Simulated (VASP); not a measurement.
# LiSb3 (Pm-3m) in VASP: vibrations by perturbation theory with LDA

Aim: the vibrations by perturbation theory of LiSb3 with LDA.

Program: VASP 6.6.1. These are calculated values, not measurements. Logs are shortened: lines on timing, memory, paths and dates and some standing lists are left out, and cuts for length are marked.

**1. The cell of the first run**

The structure is cubic, space group Pm-3m (No. 221). Conventional cell: a = 4.681 Å, b = 4.681 Å, c = 4.681 Å, α = 90.00°, β = 90.00°, γ = 90.00°. Within 4.4 Å of Li (site symmetry m-3m) lie 12 Sb at 3.31 Å. Sb (site symmetry 4/mmm) has 4 Li at 3.31 Å and 8 Sb at 3.31 Å within 4.4 Å.

**2. Vibrations by perturbation theory, LDA**

The input, INCAR:

```
SYSTEM = LiSb3
ALGO     = Normal         ! electronic algorithm
EDIFF    = 1E-8           ! SCF threshold, eV
ENCUT    = 520            ! plane-wave cutoff, eV
GGA      = CA             ! functional
IBRION   = 8              ! ionic algorithm
ISIF     = 2              ! what is computed and relaxed
ISMEAR   = -1             ! smearing method
LASPH    = .True.         ! aspherical terms in the spheres
LCHARG   = .True.         ! write CHGCAR
LREAL    = .False.        ! projectors in reciprocal space
LWAVE    = .False.        ! write WAVECAR
NBANDS   = 17             ! bands
NELM     = 100            ! most SCF steps
NSW      = 1              ! ionic steps
PREC     = Accurate       ! precision mode
SIGMA    = 0.05           ! smearing width, eV
```

The input, KPOINTS:

```
k-points
0
Gamma
  4 4 4
  0 0 0
```

The input, POSCAR:

```
LiSb3
1.0
    4.6810210000      0.0000000000      0.0000000000
    0.0000000000      4.6810210000      0.0000000000
    0.0000000000      0.0000000000      4.6810210000
Li Sb
1 3
Direct
    0.0000000000      0.0000000000      0.0000000000
    0.5000000000      0.0000000000      0.5000000000
    0.0000000000      0.5000000000      0.5000000000
    0.5000000000      0.5000000000      0.0000000000
```

Potentials or basis: VASP PAW LDA potentials, release 64 (Li_sv, Sb).

Command:

```sh
$ cat potpaw_LDA.64/Li_sv/POTCAR potpaw_LDA.64/Sb/POTCAR > POTCAR
$ mpirun -np 1 vasp_std > vasp.out
```

OUTCAR:

```text
SYSTEM = LiSb3
   EDIFF = 1E-8
   ENCUT = 520
   GGA = CA
   IBRION = 8
   ISIF = 2
   ISMEAR = -1
   LASPH = .True.
   LREAL = .False.
   NELM = 100
   NSW = 1
   PREC = Accurate

 ion  position               nearest neighbor table
   1  0.000  0.000  0.000-
   2  0.500  0.000  0.500-   3 3.31   4 3.31   4 3.31   3 3.31   4 3.31   4 3.31   3 3.31   3 3.31

   3  0.000  0.500  0.500-   2 3.31   4 3.31   4 3.31   2 3.31   2 3.31   4 3.31   4 3.31   2 3.31

   4  0.500  0.500  0.000-   2 3.31   3 3.31   2 3.31   3 3.31   2 3.31   2 3.31   3 3.31   3 3.31

  LATTYP: Found a simple cubic cell.
 ALAT       =     4.6810210000

  Lattice vectors:

 A1 = (   4.6810210000,   0.0000000000,   0.0000000000)
 A2 = (   0.0000000000,   4.6810210000,   0.0000000000)
 A3 = (   0.0000000000,   0.0000000000,   4.6810210000)

Analysis of symmetry for initial positions (statically):
=====================================================================
 Subroutine PRICEL returns:
 Original cell was already a primitive cell.

 Routine SETGRP: Setting up the symmetry group for a
 simple cubic supercell.

 Subroutine GETGRP returns: Found 48 space group operations
 (whereof 48 operations were pure point group operations)
 out of a pool of 48 trial point group operations.

The static configuration has the point symmetry O_h .

Analysis of symmetry for dynamics (positions and initial velocities):
=====================================================================
 Subroutine PRICEL returns:
 Original cell was already a primitive cell.

 Routine SETGRP: Setting up the symmetry group for a
 simple cubic supercell.

 Subroutine GETGRP returns: Found 48 space group operations
 (whereof 48 operations were pure point group operations)
 out of a pool of 48 trial point group operations.

The dynamic configuration has the point symmetry O_h .

 Subroutine INISYM returns: Found 48 space group operations
 (whereof 48 operations are pure point group operations),
 and found     1 'primitive' translations

----------------------------------------------------------------------------------------

                                     Primitive cell

  volume of cell :     102.5703

  direct lattice vectors                    reciprocal lattice vectors
     4.681021000  0.000000000  0.000000000     0.213628608  0.000000000  0.000000000
     0.000000000  4.681021000  0.000000000     0.000000000  0.213628608  0.000000000
     0.000000000  0.000000000  4.681021000     0.000000000  0.000000000  0.213628608

  length of vectors
     4.681021000  4.681021000  4.681021000     0.213628608  0.213628608  0.213628608

  position of ions in fractional coordinates (direct lattice)
     0.000000000  0.000000000  0.000000000
     0.500000000  0.000000000  0.500000000
     0.000000000  0.500000000  0.500000000
     0.500000000  0.500000000  0.000000000

  ion indices of the primitive-cell ions
   primitive index   ion index
                 1           1
                 2           2
                 3           3
                 4           4

----------------------------------------------------------------------------------------

 KPOINTS: k-points

Automatic generation of k-mesh.
 Grid dimensions read from file:
 generate k-points for:    4    4    4

 Generating k-lattice:

  Cartesian coordinates                     Fractional coordinates (reciprocal lattice)
     0.053407152  0.000000000  0.000000000     0.250000000  0.000000000  0.000000000
     0.000000000  0.053407152  0.000000000     0.000000000  0.250000000  0.000000000
     0.000000000  0.000000000  0.053407152     0.000000000  0.000000000  0.250000000

  Length of vectors
     0.053407152  0.053407152  0.053407152
[... 69 lines left out ...]
   LRPA    =     F    only Hartree local field effects (RPA)
 non-spin polarized calculation
  energy-cutoff  :      520.00
  volume of cell :      102.57
 maximum number of plane-waves:      2800
 NGX is ok and might be reduce to    36
   NGX = 17   NGY = 17   NGZ = 17

--------------------------------------- Ionic step        1  -------------------------------------------

 number of electron      17.9999990 magnetization

 Free energy of the ion-electron system (eV)
  ---------------------------------------------------
  ext. energy  EPLUGINS =         0.00000000
  ---------------------------------------------------
  free energy    TOTEN  =       -16.62876126 eV

  energy without entropy =      -16.59811374  energy(sigma->0) =      -16.61343750

 E-fermi :   6.6230     XC(G=0):  -9.6442

 val. band max:        6.5870181666   @ k =   0.2500   0.0000   0.0000
 cond. band min:       6.7405710653   @ k =   0.5000   0.2500   0.2500
 fundamental gap:      0.1535528988
 Fermi energy:         6.6229555877

 k-point     1 :       0.0000    0.0000    0.0000
  band No.  band energies     occupation
      1     -39.6924      2.00000
      2      -5.5047      2.00000
      3      -0.5802      2.00000
      4      -0.5802      2.00000
      5       2.6004      2.00000
      6       2.6004      2.00000
[... 179 lines left out ...]
      6       2.1627      2.00000
[... 9 lines left out ...]
     16      14.7600      0.00000
     17      14.7600      0.00000

------------------------ aborting loop because EDIFF is reached ----------------------------------------

  FORCE on cell =-STRESS in cart. coord.  units (eV):
  Direction    XX          YY          ZZ          XY          YZ          ZX
  --------------------------------------------------------------------------------------
  -------------------------------------------------------------------------------------
  Total       -2.0878329     -2.0878329     -2.0878329      0.0000000     -0.0000000      0.0000000
  in kB      -32.6125349    -32.6125349    -32.6125349      0.0000000     -0.0000000      0.0000000
  external PRESSURE =     -32.6125349 kB  Pullay stress =       0.0000000 kB

 VOLUME and BASIS-vectors are now :
 -----------------------------------------------------------------------------
  energy-cutoff  :      520.00
  volume of cell :      102.57
      direct lattice vectors                 reciprocal lattice vectors
     4.681021000  0.000000000  0.000000000     0.213628608  0.000000000  0.000000000
     0.000000000  4.681021000  0.000000000     0.000000000  0.213628608  0.000000000
     0.000000000  0.000000000  4.681021000     0.000000000  0.000000000  0.213628608

 POSITION                                       TOTAL-FORCE (eV/Angst)
 -----------------------------------------------------------------------------------
      0.00000      0.00000      0.00000         0.000000      0.000000      0.000000
      2.34051      0.00000      2.34051         0.000000      0.000000      0.000000
      0.00000      2.34051      2.34051         0.000000      0.000000      0.000000
      2.34051      2.34051      0.00000         0.000000      0.000000      0.000000
 -----------------------------------------------------------------------------------
    total drift:                               -0.000000      0.000000      0.000000

  FREE ENERGIE OF THE ION-ELECTRON SYSTEM (eV)
  ---------------------------------------------------
  free  energy   TOTEN  =       -16.6287612642 eV

  energy  without entropy=      -16.5981137416  energy(sigma->0) =      -16.61343750

[... ionic steps 2 to 3 ...]

--------------------------------------- Ionic step        4  -------------------------------------------

------------------------ aborting loop because EDIFF is reached ----------------------------------------

[... ionic steps 5 to 6 ...]

--------------------------------------- Ionic step        7  -------------------------------------------

------------------------ aborting loop because EDIFF is reached ----------------------------------------

--------------------------------------- Ionic step        8  -------------------------------------------

 Free energy of the ion-electron system (eV)
  ---------------------------------------------------
  ---------------------------------------------------
  free energy    TOTEN  =        -0.02757355 eV

  energy without entropy =       -0.02757355

------------------------ aborting loop because EDIFF is reached ----------------------------------------

 INTERNAL STRAIN TENSOR  FOR ION    2  DIRECTION 2   (eV/Angst):
 -----------------------------------------------------------------------------
     0.00203  0.00000  0.00000
     0.00000  0.00315  0.00000
     0.00000 -0.00000  0.00203

 INTERNAL STRAIN TENSOR FOR ION    4 for displacements in x,y,z  (eV/Angst):
          X           Y           Z          XY          YZ          ZX
  --------------------------------------------------------------------------------
  x     0.00000     0.00000     0.00000     0.00000     0.00000     0.00000
  y     0.00000     0.00000     0.00000     0.00000     0.00000     0.00000
  z     0.00000     0.00000     0.00000     0.00000     0.00000     0.00000

 SECOND DERIVATIVES (NOT SYMMETRIZED)
 ------------------------------------
               1X          1Y          1Z          2X          2Y          2Z          3X          3Y          3Z          4X          4Y          4Z
  1X    -0.142561   -0.000000    0.000000    0.339892    0.000000    0.000000   -0.537224    0.000000   -0.000000    0.339892   -0.000000   -0.000000
  1Y    -0.000000   -0.142561    0.000000    0.000000   -0.537224   -0.000000    0.000000    0.339892    0.000000   -0.000000    0.339892   -0.000000
  1Z     0.000000   -0.000000   -0.142561    0.000000    0.000000    0.339892    0.000000    0.000000    0.339892    0.000000   -0.000000   -0.537224
  2X     0.340408    0.000000    0.000000   -0.119202    0.000000    0.000000    1.210764    0.000000    0.000000   -1.431970    0.000000    0.000000
  2Y    -0.000000   -0.568358   -0.000000   -0.000000   -1.857094   -0.000000   -0.000000    1.212726   -0.000000    0.000000    1.212726    0.000000
  2Z     0.000000    0.000000    0.340408    0.000000    0.000000   -0.119202    0.000000    0.000000   -1.431970    0.000000    0.000000    1.210764
  3X    -0.568358   -0.000000   -0.000000    1.212726   -0.000000   -0.000000   -1.857094   -0.000000   -0.000000    1.212726   -0.000000    0.000000
  3Y     0.000000    0.340408    0.000000    0.000000    1.210764    0.000000    0.000000   -0.119202    0.000000    0.000000   -1.431970    0.000000
  3Z     0.000000    0.000000    0.340408    0.000000    0.000000   -1.431970    0.000000    0.000000   -0.119202    0.000000    0.000000    1.210764
  4X     0.340408    0.000000    0.000000   -1.431970    0.000000    0.000000    1.210764    0.000000    0.000000   -0.119202    0.000000    0.000000
  4Y     0.000000    0.340408    0.000000    0.000000    1.210764    0.000000    0.000000   -1.431970    0.000000    0.000000   -0.119202    0.000000
  4Z    -0.000000   -0.000000   -0.568358   -0.000000   -0.000000    1.212726   -0.000000    0.000000    1.212726   -0.000000    0.000000   -1.857094

 Eigenvectors and eigenvalues of the dynamical matrix
 ----------------------------------------------------

   1 f  =    3.482133 THz    21.878884 2PiTHz  116.151441 cm-1    14.400937 meV
             X         Y         Z           dx          dy          dz
      0.000000  0.000000  0.000000     0.000000   -0.000000    0.650606
      2.340511  0.000000  2.340511    -0.000000   -0.000000   -0.358175
      0.000000  2.340511  2.340511     0.000000    0.000000   -0.358175
      2.340511  2.340511  0.000000    -0.000000    0.000000    0.565803
[... 71 lines left out ...]
  12 f/i=    1.623343 THz    10.199762 2PiTHz   54.148881 cm-1     6.713603 meV
             X         Y         Z           dx          dy          dz
      0.000000  0.000000  0.000000     0.000000    0.000000    0.000000
      2.340511  0.000000  2.340511     0.088400   -0.000000    0.701556
      0.000000  2.340511  2.340511    -0.000000    0.002041   -0.701556
      2.340511  2.340511  0.000000    -0.088400   -0.002041   -0.000000

--------------------------------------------------------------------------------------------------------

 ELASTIC MODULI CONTR FROM IONIC RELAXATION (kBar)
 Direction    XX          YY          ZZ          XY          YZ          ZX
 --------------------------------------------------------------------------------
 XX           0.0000      0.0000      0.0000      0.0000      0.0000      0.0000
 YY           0.0000      0.0000      0.0000      0.0000      0.0000      0.0000
 ZZ           0.0000      0.0000      0.0000      0.0000      0.0000      0.0000
 XY           0.0000      0.0000      0.0000      0.0000      0.0000      0.0000
 YZ           0.0000      0.0000      0.0000      0.0000      0.0000      0.0000
 ZX           0.0000      0.0000      0.0000      0.0000      0.0000      0.0000
 --------------------------------------------------------------------------------
```

It took 2 min on 1 thread of Intel Xeon Platinum 8375C at 2.90GHz (Ice Lake), shared host; peak memory 0.27 GiB.

What came out:

| Item | Value |
| --- | --- |
| Highest phonon frequency at Γ | 116 cm⁻¹ |
| Most unstable mode | 54i cm⁻¹ |

Phonon frequencies in cm⁻¹ (negative: imaginary):
| q point | frequencies |
| --- | --- |
| (0.000, 0.000, 0.000) | -54 -54 -54 -19 -19 -19 4 4 4 116 116 116 |

Caveat: the cell stands under pressure or tension, which shifts response properties; the cutoff is under 1.25 times the usual one of these potentials, so pressure, stress and relaxed cells hold a basis-set (Pulay) error; some modes are imaginary; spin-orbit coupling is left out, which moves the levels of the heavy elements.
